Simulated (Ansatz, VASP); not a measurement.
One calculation of HfN, two programs

INCAR

```
ALGO = Normal
EDIFF = 1E-6
EDIFFG = -0.005
ENCUT = 600
GGA = PS
IBRION = 2
ISIF = 3
ISMEAR = -1
LASPH = T
LCHARG = F
LREAL = F
LWAVE = F
NELM = 100
NSW = 60
PREC = Accurate
SIGMA = 0.1
```

KPOINTS

```
k-points
0
Gamma
  15 15 15
```

File POSCAR:

```
HfN
1.0
    0.0000000000      2.1544346900      2.1544346900
    2.1544346900      0.0000000000      2.1544346900
    2.1544346900      2.1544346900      0.0000000000
Hf N
1 1
Direct
    0.0000000000      0.0000000000      0.0000000000
    0.5000000000      0.5000000000      0.5000000000
```

Input for Ansatz:

```yaml
crystal:
  lattice:
    - [0.0, 2.15443469, 2.15443469]
    - [2.15443469, 0.0, 2.15443469]
    - [2.15443469, 2.15443469, 0.0]
  atoms:
    - { symbol: Hf, position: [0.0, 0.0, 0.0] }
    - { symbol: "N", position: [0.5, 0.5, 0.5] }
kpoints:
  mp_grid: { grid: [15, 15, 15] }
scf:
  occupations: { method: fermi_dirac, width: 0.1 }
hamiltonian:
  xc: pbesol
  pseudopotentials: { kind: paw }
output:
  forces: true
  stress: true
relax:
  f_tol: 0.005
  max_steps: 40
  cell: {}
```

Alike in both runs: task relaxation of cell and atoms; functional PBEsol; k mesh 15 × 15 × 15; occupations fermi-dirac, width 0.1 eV; no spin polarisation.

|  | VASP | Ansatz |
| --- | --- | --- |
| version | VASP 6.6.1 | Ansatz 0.2.0 |
| potentials or method | VASP PAW PBE potentials, release 64 (Hf_pv, N) | PAW with Ansatz's default frozen-core files, scalar-relativistic |
| plane-wave cutoff (eV) | 600 | 420 |
| valence electrons in the cell | 15 | 31 |

```csv
,VASP,Ansatz,Ansatz less VASP
relaxed volume (Å³/atom),11.32,11.40,+0.086
relaxed cell length with the largest relative difference (Å),3.175,3.183,+0.0080
```

VASP's potentials were made for PBE, not for PBEsol. VASP's potentials hold 15 valence electrons a cell and Ansatz's 31, so a difference there can come from the potentials and not from the codes.

Spin-orbit coupling is off throughout.
